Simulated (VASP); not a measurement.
# Si (Fd-3m) in VASP: a series of runs, part 2 of 2

VASP 6.6.1.

### Step 3. Relaxation of cell and atoms, PBE+D3(BJ)

This run uses another cell than the first one, of 20.45 Å³/atom.

INCAR reads:

```
PREC = Accurate ; ENCUT = 600
EDIFF = 1E-6 ; ISMEAR = 0
SIGMA = 0.02 ; LREAL = F
LASPH = T ; NELM = 100
ALGO = Normal ; ISIF = 3
LWAVE = F ; LCHARG = F
GGA = PE ; IVDW = 12
IBRION = 2 ; NSW = 70
EDIFFG = -0.005
```

KPOINTS reads:

```
regular mesh
0
Gamma
  10 10 10
```

POSCAR reads:

```
Si
1.0
    0.0000000000      2.7348383262      2.7348383262
    2.7348383262      0.0000000000      2.7348383262
    2.7348383262      2.7348383262      0.0000000000
Si
2
Direct
    0.7500000000      0.7500000000      0.7500000000
    0.5000000000      0.5000000000      0.5000000000
```

Potentials or basis: VASP PAW PBE potentials, release 64 (Si).

Run with:

```
$ cat potpaw_PBE.64/Si/POTCAR > POTCAR
$ mpirun -np 1 vasp_std > vasp.out
```

OUTCAR:

```text
PREC = Accurate
   ENCUT = 600
   EDIFF = 1E-6
   ISMEAR = 0
   LREAL = F
   LASPH = T
   NELM = 100
   ISIF = 3
   GGA = PE
   IVDW = 12
   IBRION = 2
   NSW = 70
   EDIFFG = -0.005
 IVDW          = 12

 ion  position               nearest neighbor table
   1  0.750  0.750  0.750-   2 2.37   2 2.37   2 2.37   2 2.37
   2  0.500  0.500  0.500-   1 2.37   1 2.37   1 2.37   1 2.37

  LATTYP: Found a face centered cubic cell.
 ALAT       =     5.4696766524

  Lattice vectors:

 A1 = (   0.0000000000,   2.7348383262,   2.7348383262)
 A2 = (   2.7348383262,   0.0000000000,   2.7348383262)
 A3 = (   2.7348383262,   2.7348383262,   0.0000000000)

Analysis of symmetry for initial positions (statically):
=====================================================================
 Subroutine PRICEL returns:
 Original cell was already a primitive cell.

 Routine SETGRP: Setting up the symmetry group for a
 face centered cubic supercell.

 Subroutine GETGRP returns: Found 48 space group operations
 (whereof 24 operations were pure point group operations)
 out of a pool of 48 trial point group operations.

The static configuration has the point symmetry T_d .
 The point group associated with its full space group is O_h .

Analysis of symmetry for dynamics (positions and initial velocities):
=====================================================================
 Subroutine PRICEL returns:
 Original cell was already a primitive cell.

 Routine SETGRP: Setting up the symmetry group for a
 face centered cubic supercell.

 Subroutine GETGRP returns: Found 48 space group operations
 (whereof 24 operations were pure point group operations)
 out of a pool of 48 trial point group operations.

The dynamic configuration has the point symmetry T_d .
 The point group associated with its full space group is O_h .

 Subroutine INISYM returns: Found 48 space group operations
 (whereof 24 operations are pure point group operations),
 and found     1 'primitive' translations

----------------------------------------------------------------------------------------

                                     Primitive cell

  volume of cell :      40.9096

  direct lattice vectors                    reciprocal lattice vectors
     0.000000000  2.734838326  2.734838326    -0.182826164  0.182826164  0.182826164
     2.734838326  0.000000000  2.734838326     0.182826164 -0.182826164  0.182826164
     2.734838326  2.734838326  0.000000000     0.182826164  0.182826164 -0.182826164

  length of vectors
     3.867645452  3.867645452  3.867645452     0.316664205  0.316664205  0.316664205

  position of ions in fractional coordinates (direct lattice)
     0.750000000  0.750000000  0.750000000
     0.500000000  0.500000000  0.500000000

  ion indices of the primitive-cell ions
   primitive index   ion index
                 1           1
                 2           2

----------------------------------------------------------------------------------------

 KPOINTS: regular mesh

Automatic generation of k-mesh.
 Grid dimensions read from file:
 generate k-points for:   10   10   10

 Generating k-lattice:

  Cartesian coordinates                     Fractional coordinates (reciprocal lattice)
    -0.018282616  0.018282616  0.018282616     0.100000000  0.000000000  0.000000000
     0.018282616 -0.018282616  0.018282616     0.000000000  0.100000000  0.000000000
     0.018282616  0.018282616 -0.018282616     0.000000000  0.000000000  0.100000000

  Length of vectors
     0.031666420  0.031666420  0.031666420

  Shift w.r.t. Gamma in fractional coordinates (k-lattice)
     0.000000000  0.000000000  0.000000000

 Subroutine IBZKPT returns following result:
 ===========================================

 Found     47 irreducible k-points:

 Following reciprocal coordinates:
            Coordinates               Weight
  0.000000  0.000000  0.000000      1.000000
  0.100000  0.000000  0.000000      8.000000
  0.200000  0.000000  0.000000      8.000000
  0.300000  0.000000  0.000000      8.000000
  0.400000  0.000000  0.000000      8.000000
  0.500000  0.000000  0.000000      4.000000
[... 16 lines left out ...]
  0.300000  0.300000  0.000000      6.000000
  0.400000  0.300000  0.000000     24.000000
 [... further k-points ...]
   k-points           NKPTS =     47   k-points in BZ     NKDIM =     47   number of bands    NBANDS=      8
   number of dos      NEDOS =    301   number of ions     NIONS =      2
   total plane-waves  NPLWV =  32768
   dimension x,y,z NGX =    32 NGY =   32 NGZ =   32
   dimension x,y,z NGXF=    64 NGYF=   64 NGZF=   64
   ions per type =               2
   NGX,Y,Z   is equivalent  to a cutoff of  13.75, 13.75, 13.75 a.u.
   NGXF,Y,Z  is equivalent  to a cutoff of  27.51, 27.51, 27.51 a.u.
 SYSTEM =  unknown system
   PREC   = accura    normal or accurate (medium, high low for compatibility)
   ISTART =      0    job   : 0-new  1-cont  2-samecut
   ICHARG =      2    charge: 1-file 2-atom 10-const
   ISPIN  =      1    spin polarized calculation?
   LNONCOLLINEAR =      F non collinear calculations
   LSORBIT =      F    spin-orbit coupling
   LASPH  =      T    aspherical Exc in radial PAW
   ENCUT  =  600.0 eV  44.10 Ry    6.64 a.u.   7.72  7.72  7.72*2*pi/ulx,y,z
   NELM   =    100;   NELMIN=  2; NELMDL= -5     # of ELM steps
   EDIFF  = 0.1E-05   stopping-criterion for ELM
   LREAL  =      F    real-space projection
   EDIFFG = -.5E-02   stopping-criterion for IOM
   NSW    =     70    number of steps for IOM
   IBRION =      2    ionic relax: 0-MD 1-quasi-New 2-CG
   NFREE  =      1    steps in history (QN), initial steepest desc. (CG)
   ISIF   =      3    stress and relaxation
   ISYM   =      2    0-nonsym 1-usesym 2-fastsym
   POTIM  = 0.5000    time-step for ionic-motion
   TEBEG  =    0.0;   TEEND  =   0.0 temperature during run
   PSTRESS=    0.0 pullay stress
   NELECT =       8.0000    total number of electrons
   NUPDOWN=      -1.0000    fix difference up-down
   EMIN   =  10.00;   EMAX   =-10.00  energy-range for DOS
   EFERMI =   0.00;   METHOD = LEGACY
   ISMEAR =     0;   SIGMA  =   0.02  broadening in eV -4-tet -1-fermi 0-gaus
   EFERMI_NEDOS =   21; number of points for ismear=-14 and -15
   IALGO  =     38    algorithm
   IMIX   =      4    mixing-type and parameters
     AMIX     =   0.40;   BMIX     =  1.00
     AMIX_MAG =   1.60;   BMIX_MAG =  1.00
  volume/ion in A,a.u.               =      20.45       138.04
  Fermi-wavevector in a.u.,A,eV,Ry     =   0.950232  1.795679 12.285267  0.902942
  Thomas-Fermi vector in A             =   2.078590
   LORBIT       =      0    0 simple, 1 ext, 2 COOP (PROOUT), +10 PAW based schemes
   GGA     = PE    functional components
   LHFCALC =     F    Hartree Fock is set to
   AEXX    =    0.0000 exact exchange contribution
   IVDW    =    12    specifies the selected vdW correction
   LEPSILON=     F    determine dielectric tensor
   LRPA    =     F    only Hartree local field effects (RPA)
 conjugate gradient relaxation of ions
 non-spin polarized calculation
 Gauss-broadening in eV      SIGMA  =   0.02
  energy-cutoff  :      600.00
  volume of cell :       40.91
 maximum number of plane-waves:      1387
   NGX = 15   NGY = 15   NGZ = 15

--------------------------------------- Ionic step        1  -------------------------------------------

 number of electron       8.0000000 magnetization

 Free energy of the ion-electron system (eV)
  ---------------------------------------------------
  ext. energy  EPLUGINS =         0.00000000
  ---------------------------------------------------
  free energy    TOTEN  =       -10.84933161 eV

  energy without entropy =      -10.84933161  energy(sigma->0) =      -10.84933161

------------------------ aborting loop because EDIFF is reached ----------------------------------------

 Edisp (eV)   -0.61533

 E8    (eV) :    -0.2550
[... 71 lines left out ...]
--------------------------------------- Ionic step        3  -------------------------------------------

 number of electron       7.9999999 magnetization

 Free energy of the ion-electron system (eV)
  ---------------------------------------------------
  ext. energy  EPLUGINS =         0.00000000
  ---------------------------------------------------
  free energy    TOTEN  =       -10.84096849 eV

  energy without entropy =      -10.84096849  energy(sigma->0) =      -10.84096849

 E-fermi :   6.0302     XC(G=0):  -9.4324

 val. band max:        5.8865804185   @ k =   0.0000   0.0000   0.0000
 cond. band min:       6.4578879106   @ k =   0.4000   0.4000   0.0000
 fundamental gap:      0.5713074921
 Fermi energy:         6.0302196800

 k-point     1 :       0.0000    0.0000    0.0000
  band No.  band energies     occupation
      1      -6.1120      2.00000
      2       5.8866      2.00000
      3       5.8866      2.00000
      4       5.8866      2.00000
      5       8.4547      0.00000
      6       8.4547      0.00000
      7       8.4547      0.00000
      8       9.3296      0.00000
[... 243 lines left out ...]
 k-point    24 :       0.4000    0.3000    0.0000
  band No.  band energies     occupation
      1      -3.9383      2.00000
      2       0.4614      2.00000
      3       3.0165      2.00000
      4       3.4413      2.00000
      5       6.9302      0.00000
      6       8.1260      0.00000
      7      12.8732      0.00000
      8      12.9803      0.00000

 [... further k-points ...]

------------------------ aborting loop because EDIFF is reached ----------------------------------------

 Edisp (eV)   -0.63205

 E8    (eV) :    -0.2621
[... 25 lines left out ...]
  FREE ENERGIE OF THE ION-ELECTRON SYSTEM (eV)
  ---------------------------------------------------
  free  energy   TOTEN  =       -11.4730211721 eV

  energy  without entropy=      -11.4730211721  energy(sigma->0) =      -11.47302117

 reached required accuracy - stopping structural energy minimisation
```

OSZICAR:

```text
N       E                     dE             d eps       ncg     rms          rms(c)
DAV:   1     0.127732476952E+02    0.12773E+02   -0.38433E+03   752   0.923E+02
DAV:   2    -0.107099081893E+02   -0.23483E+02   -0.22571E+02  1160   0.926E+01
DAV:   3    -0.110156789272E+02   -0.30577E+00   -0.30577E+00   944   0.140E+01
DAV:   4    -0.110172678012E+02   -0.15889E-02   -0.15889E-02  1240   0.114E+00
[... 18 lines left out ...]
DAV:   2    -0.108414790751E+02    0.95676E-03   -0.82484E-04   968   0.204E-01    0.142E-01
DAV:   3    -0.108409733526E+02    0.50572E-03   -0.10438E-03   872   0.166E-01    0.452E-02
DAV:   4    -0.108409729769E+02    0.37572E-06   -0.10811E-05  1008   0.300E-02    0.391E-02
DAV:   5    -0.108409683208E+02    0.46562E-05   -0.25055E-06   912   0.120E-02    0.770E-03
DAV:   6    -0.108409684872E+02   -0.16646E-06   -0.26367E-08   456   0.164E-03
   3 F= -.11473021E+02 E0= -.11473021E+02  d E =-.835906E-02
```

It took 28 s on 1 thread of Intel Xeon Platinum 8488C (Sapphire Rapids), shared host; peak memory 0.19 GiB.

Results:

```
Free energy                           : -11.4730 eV
Relaxed volume                        : 19.90 Å³/atom
Relaxed cell                          : a = 3.832 Å, b = 3.832 Å, c = 3.832 Å, α = 60.00°, β = 60.00°, γ = 60.00°
Space group after relaxing (to 0.1 Å) : Fd-3m (No. 227)
Energy gained by relaxing             : 4.2 meV/atom
Ionic steps                           : 3
Pressure after relaxing               : 0.0 GPa
Band gap on the k mesh                : 0.57 eV (least direct gap 2.57 eV)
Dispersion energy per atom            : -0.316 eV
```

Step by step:
| step | energy change (eV) | largest force (eV/Å) | pressure (GPa) | volume (Å³) |
| --- | --- | --- | --- | --- |
| 1 | 0.0000 | 0.0000 | -2.34 | 40.91 |
| 2 | -0.0053 | 0.0000 | 1.56 | 39.16 |
| 3 | -0.0084 | 0.0000 | 0.01 | 39.80 |

Final structure:
```
Si
1.0
     0.00000    2.70994    2.70994
     2.70994    0.00000    2.70994
     2.70994    2.70994    0.00000
Si
2
Direct
  0.75000 0.75000 0.75000
  0.50000 0.50000 0.50000
```

Levels at points of the mesh, in eV from the valence-band top:
```
           k point  band 2  band 3  band 4  band 5  band 6  band 7
(0.00, 0.00, 0.00)    0.00    0.00    0.00    2.57    2.57    2.57
(0.50, 0.00, 0.00)   -6.99   -1.20   -1.20    1.56    3.34    3.34
(0.50, 0.50, 0.00)   -7.83   -2.86   -2.86    0.70    0.70   10.17
```

A k mesh can miss the band edges.
